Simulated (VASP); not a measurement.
# Ti3Al (Fm-3m) in VASP: further runs

Runs on Ti3Al. Level: PBEsol. Tasks: single point.

All numbers are computed with VASP 6.6.1; they aren't measurements. Logs are shortened: lines on timing, memory, paths and dates and some standing lists are left out, and cuts for length are marked.

### Step 1. The cell of the first run

It takes space group Fm-3m (No. 225, cubic). The conventional cell has a = 6.638 Å, b = 6.638 Å, c = 6.638 Å, α = 90.00°, β = 90.00°, γ = 90.00°. Within 3.8 Å of Ti (site symmetry -43m) lie 10 Ti at 2.87 to 3.32 Å and 4 Al at 2.87 Å. Ti (site symmetry m-3m) has 8 Ti at 2.87 Å and 6 Al at 3.32 Å within 3.8 Å. Within 3.8 Å of Al (site symmetry m-3m) lie 14 Ti at 2.87 to 3.32 Å.

### Step 2. Single point, PBEsol, collinear spin (18.28 Å³/atom)

INCAR reads:

```
SYSTEM = Ti3Al
PREC = Accurate
ENCUT = 520
EDIFF = 1E-7
ISMEAR = 0
SIGMA = 0.15
LREAL = .FALSE.
LASPH = .TRUE.
NELM = 150
ALGO = Normal
ISIF = 2
LWAVE = .FALSE.
LCHARG = .FALSE.
ISPIN = 2
MAGMOM = 0.1 0.1 0.1 0
LORBIT = 11
NUPDOWN = 0.3
LMAXMIX = 4
GGA = PS
NBANDS = 32
```

KPOINTS reads:

```
Automatic mesh
0
G
  12 12 12
  0 0 0
```

POSCAR reads:

```
Ti3Al
1.0
    0.0000000000      3.3188998145      3.3188998145
    3.3188998145      0.0000000000      3.3188998145
    3.3188998145      3.3188998145      0.0000000000
Ti Al
3 1
Direct
    0.7500000000      0.7500000000      0.7500000000
    0.2500000000      0.2500000000      0.2500000000
    0.0000000000      0.0000000000      0.0000000000
    0.5000000000      0.5000000000      0.5000000000
```

Potentials or basis: VASP PAW PBE potentials, release 64 (Ti_sv, Al).

Started as:

```console
> cat potpaw_PBE.64/Ti_sv/POTCAR potpaw_PBE.64/Al/POTCAR > POTCAR
> mpirun -np 1 vasp_std > vasp.out
```

OUTCAR:

```text
SYSTEM = Ti3Al
   PREC = Accurate
   ENCUT = 520
   EDIFF = 1E-7
   ISMEAR = 0
   LREAL = .FALSE.
   LASPH = .TRUE.
   NELM = 150
   ISIF = 2
   ISPIN = 2
   LORBIT = 11
   NUPDOWN = 0.3
   GGA = PS

 ion  position               nearest neighbor table
   1  0.750  0.750  0.750-   4 2.87   4 2.87   4 2.87   3 2.87   4 2.87   3 2.87   3 2.87   3 2.87

   2  0.250  0.250  0.250-   3 2.87   3 2.87   3 2.87   3 2.87   4 2.87   4 2.87   4 2.87   4 2.87

   3  0.000  0.000  0.000-   1 2.87   1 2.87   1 2.87   1 2.87   2 2.87   2 2.87   2 2.87   2 2.87

   4  0.500  0.500  0.500-   2 2.87   2 2.87   2 2.87   1 2.87   2 2.87   1 2.87   1 2.87   1 2.87

  LATTYP: Found a face centered cubic cell.
 ALAT       =     6.6377996290

  Lattice vectors:

 A1 = (   0.0000000000,   3.3188998145,   3.3188998145)
 A2 = (   3.3188998145,   0.0000000000,   3.3188998145)
 A3 = (   3.3188998145,   3.3188998145,   0.0000000000)

Analysis of symmetry for initial positions (statically):
=====================================================================
 Subroutine PRICEL returns:
 Original cell was already a primitive cell.

 Routine SETGRP: Setting up the symmetry group for a
 face centered cubic supercell.

 Subroutine GETGRP returns: Found 48 space group operations
 (whereof 48 operations were pure point group operations)
 out of a pool of 48 trial point group operations.

The static configuration has the point symmetry O_h .

Analysis of symmetry for dynamics (positions and initial velocities):
=====================================================================
 Subroutine PRICEL returns:
 Original cell was already a primitive cell.

 Routine SETGRP: Setting up the symmetry group for a
 face centered cubic supercell.

 Subroutine GETGRP returns: Found 48 space group operations
 (whereof 48 operations were pure point group operations)
 out of a pool of 48 trial point group operations.

The dynamic configuration has the point symmetry O_h .

Analysis of structural, dynamic, and magnetic symmetry:
=====================================================================
 Subroutine PRICEL returns:
 Original cell was already a primitive cell.

 Routine SETGRP: Setting up the symmetry group for a
 face centered cubic supercell.

 Subroutine GETGRP returns: Found 48 space group operations
 (whereof 48 operations were pure point group operations)
 out of a pool of 48 trial point group operations.

The overall configuration has the point symmetry O_h .

 Subroutine INISYM returns: Found 48 space group operations
 (whereof 48 operations are pure point group operations),
 and found     1 'primitive' translations

----------------------------------------------------------------------------------------

                                     Primitive cell

  volume of cell :      73.1160

  direct lattice vectors                    reciprocal lattice vectors
     0.000000000  3.318899814  3.318899814    -0.150652333  0.150652333  0.150652333
     3.318899814  0.000000000  3.318899814     0.150652333 -0.150652333  0.150652333
     3.318899814  3.318899814  0.000000000     0.150652333  0.150652333 -0.150652333

  length of vectors
     4.693633130  4.693633130  4.693633130     0.260937495  0.260937495  0.260937495

  position of ions in fractional coordinates (direct lattice)
     0.750000000  0.750000000  0.750000000
     0.250000000  0.250000000  0.250000000
     0.000000000  0.000000000  0.000000000
     0.500000000  0.500000000  0.500000000

  ion indices of the primitive-cell ions
   primitive index   ion index
                 1           1
                 2           2
                 3           3
                 4           4

----------------------------------------------------------------------------------------

 KPOINTS: Automatic mesh

Automatic generation of k-mesh.
 Grid dimensions read from file:
 generate k-points for:   12   12   12

 Generating k-lattice:

  Cartesian coordinates                     Fractional coordinates (reciprocal lattice)
    -0.012554361  0.012554361  0.012554361     0.083333333  0.000000000  0.000000000
     0.012554361 -0.012554361  0.012554361     0.000000000  0.083333333  0.000000000
     0.012554361  0.012554361 -0.012554361     0.000000000  0.000000000  0.083333333

  Length of vectors
     0.021744791  0.021744791  0.021744791

  Shift w.r.t. Gamma in fractional coordinates (k-lattice)
     0.000000000  0.000000000  0.000000000

 Subroutine IBZKPT returns following result:
 ===========================================

 Found     72 irreducible k-points:

 Following reciprocal coordinates:
            Coordinates               Weight
  0.000000  0.000000  0.000000      1.000000
  0.083333  0.000000  0.000000      8.000000
  0.166667  0.000000  0.000000      8.000000
  0.250000  0.000000  0.000000      8.000000
  0.333333  0.000000  0.000000      8.000000
  0.416667  0.000000  0.000000      8.000000
[... 16 lines left out ...]
  0.500000  0.166667  0.000000     24.000000
 -0.416667  0.166667  0.000000     24.000000
 [... further k-points ...]
   k-points           NKPTS =     72   k-points in BZ     NKDIM =     72   number of bands    NBANDS=     32
   number of dos      NEDOS =    301   number of ions     NIONS =      4
   total plane-waves  NPLWV =  46656
   dimension x,y,z NGX =    36 NGY =   36 NGZ =   36
   dimension x,y,z NGXF=    72 NGYF=   72 NGZF=   72
   ions per type =               3   1
   NGX,Y,Z   is equivalent  to a cutoff of  12.75, 12.75, 12.75 a.u.
   NGXF,Y,Z  is equivalent  to a cutoff of  25.50, 25.50, 25.50 a.u.
 SYSTEM =  Ti3Al
   PREC   = accura    normal or accurate (medium, high low for compatibility)
   ISTART =      0    job   : 0-new  1-cont  2-samecut
   ICHARG =      2    charge: 1-file 2-atom 10-const
   ISPIN  =      2    spin polarized calculation?
   LNONCOLLINEAR =      F non collinear calculations
   LSORBIT =      F    spin-orbit coupling
   LASPH  =      T    aspherical Exc in radial PAW
   ENCUT  =  520.0 eV  38.22 Ry    6.18 a.u.   8.73  8.73  8.73*2*pi/ulx,y,z
   NELM   =    150;   NELMIN=  2; NELMDL= -5     # of ELM steps
   EDIFF  = 0.1E-06   stopping-criterion for ELM
   LREAL  =      F    real-space projection
   EDIFFG = 0.1E-05   stopping-criterion for IOM
   NSW    =      0    number of steps for IOM
   IBRION =     -1    ionic relax: 0-MD 1-quasi-New 2-CG
   NFREE  =      0    steps in history (QN), initial steepest desc. (CG)
   ISIF   =      2    stress and relaxation
   ISYM   =      2    0-nonsym 1-usesym 2-fastsym
   POTIM  = 0.5000    time-step for ionic-motion
   TEBEG  =    0.0;   TEEND  =   0.0 temperature during run
   PSTRESS=    0.0 pullay stress
   NELECT =      39.0000    total number of electrons
   NUPDOWN=       0.3000    fix difference up-down
   EMIN   =  10.00;   EMAX   =-10.00  energy-range for DOS
   EFERMI =   0.00;   METHOD = LEGACY
   ISMEAR =     0;   SIGMA  =   0.15  broadening in eV -4-tet -1-fermi 0-gaus
   EFERMI_NEDOS =   21; number of points for ismear=-14 and -15
   IALGO  =     38    algorithm
   IMIX   =      4    mixing-type and parameters
     AMIX     =   0.40;   BMIX     =  1.00
     AMIX_MAG =   1.60;   BMIX_MAG =  1.00
  volume/ion in A,a.u.               =      18.28       123.35
  Fermi-wavevector in a.u.,A,eV,Ry     =   1.327676  2.508945 23.983323  1.762725
  Thomas-Fermi vector in A             =   2.456971
   LORBIT       =     11    0 simple, 1 ext, 2 COOP (PROOUT), +10 PAW based schemes
   GGA     = PS    functional components
   LHFCALC =     F    Hartree Fock is set to
   AEXX    =    0.0000 exact exchange contribution
   IVDW    =     0    specifies the selected vdW correction
   LEPSILON=     F    determine dielectric tensor
   LRPA    =     F    only Hartree local field effects (RPA)
 spin polarized calculation
 Gauss-broadening in eV      SIGMA  =   0.15
  energy-cutoff  :      520.00
  volume of cell :       73.12
 maximum number of plane-waves:      1996
   NGX = 17   NGY = 17   NGZ = 17

 number of electron      38.9999997 magnetization       0.3000000

 Free energy of the ion-electron system (eV)
  ---------------------------------------------------
  ext. energy  EPLUGINS =         0.00000000
  ---------------------------------------------------
  free energy    TOTEN  =       -29.38827330 eV

  energy without entropy =      -29.29325504  energy(sigma->0) =      -29.34076417

 E-fermi :   7.2162     XC(G=0): -11.0148

 val. band max:        7.2087187854   @ k =   0.5000   0.5000   0.0000
 cond. band min:       7.1572140144   @ k =   0.2500   0.1667   0.0833
 fundamental gap:     -0.0515047710
 Fermi energy:         7.1565895574

 spin component 1

 k-point     1 :       0.0000    0.0000    0.0000
  band No.  band energies     occupation
      1     -49.3688      1.00000
      2     -49.3201      1.00000
      3     -49.1688      1.00000
      4     -25.7472      1.00000
      5     -25.7472      1.00000
      6     -25.7472      1.00000
[... 805 lines left out ...]
     30      11.1571      0.00000
     31      11.3887      0.00000

 [... further k-points ...]

 spin component 2

 k-point     1 :       0.0000    0.0000    0.0000
  band No.  band energies     occupation
      1     -49.3612      1.00000
      2     -49.3262      1.00000
      3     -48.9592      1.00000
      4     -25.7289      1.00000
      5     -25.7289      1.00000
      6     -25.7289      1.00000
[... 805 lines left out ...]
     30      11.2054      0.00000
     31      11.4235      0.00000

 [... further k-points ...]

 [bands above 31 left out]

------------------------ aborting loop because EDIFF is reached ----------------------------------------

  FORCE on cell =-STRESS in cart. coord.  units (eV):
  Direction    XX          YY          ZZ          XY          YZ          ZX
  --------------------------------------------------------------------------------------
  -------------------------------------------------------------------------------------
  Total       -5.3179803     -5.3179803     -5.3179803     -0.0000000      0.0000000      0.0000000
  in kB     -116.5319147   -116.5319147   -116.5319147     -0.0000000      0.0000000      0.0000000
  external PRESSURE =    -116.5319147 kB  Pullay stress =       0.0000000 kB

 VOLUME and BASIS-vectors are now :
 -----------------------------------------------------------------------------
  energy-cutoff  :      520.00
  volume of cell :       73.12
      direct lattice vectors                 reciprocal lattice vectors
     0.000000000  3.318899814  3.318899814    -0.150652333  0.150652333  0.150652333
     3.318899814  0.000000000  3.318899814     0.150652333 -0.150652333  0.150652333
     3.318899814  3.318899814  0.000000000     0.150652333  0.150652333 -0.150652333

 POSITION                                       TOTAL-FORCE (eV/Angst)
 -----------------------------------------------------------------------------------
      4.97835      4.97835      4.97835        -0.000000     -0.000000     -0.000000
      1.65945      1.65945      1.65945         0.000000      0.000000      0.000000
      0.00000      0.00000      0.00000        -0.000000     -0.000000     -0.000000
      3.31890      3.31890      3.31890        -0.000000     -0.000000     -0.000000
 -----------------------------------------------------------------------------------
    total drift:                                0.000000      0.000000      0.000000

  FREE ENERGIE OF THE ION-ELECTRON SYSTEM (eV)
  ---------------------------------------------------
  free  energy   TOTEN  =       -29.3882733009 eV

  energy  without entropy=      -29.2932550412  energy(sigma->0) =      -29.34076417

 total charge

# of ion       s       p       d       tot
------------------------------------------
    1        2.201   6.107   1.857  10.165
    2        2.201   6.107   1.857  10.165
    3        2.238   6.076   1.915  10.229
    4        0.398   0.383   0.000   0.781
--------------------------------------------------
tot          7.038  18.673   5.630  31.340

 magnetization (x)

# of ion       s       p       d       tot
------------------------------------------
    1       -0.000   0.005  -0.008  -0.004
    2       -0.000   0.005  -0.008  -0.004
    3        0.003   0.003   0.241   0.247
    4       -0.001  -0.003   0.000  -0.004
--------------------------------------------------
tot          0.002   0.009   0.225   0.236
```

It took 2.5 min on 1 thread of Intel Xeon 6975P-C (Granite Rapids), shared host; peak memory 0.4 GiB.

Results:

| Quantity | Value |
| --- | --- |
| Free energy | -29.3883 eV |
| Pressure | -11.7 GPa |
| Net moment | 0.30 μB per cell |
| Site moments | Ti -0.00, +0.25 (each value once); Al -0.00 μB |
| Valence electrons inside the program's atomic spheres | Ti 10.16, 10.23 (each value once); Al 0.78 |

Caveat: the cell stands under tension; the PAW data sets were made with another functional, which shifts forces and pressure a little; the total moment is fixed, so each spin has its own Fermi level and the state may be an excited one.

(Continued in part 2 of 2.)
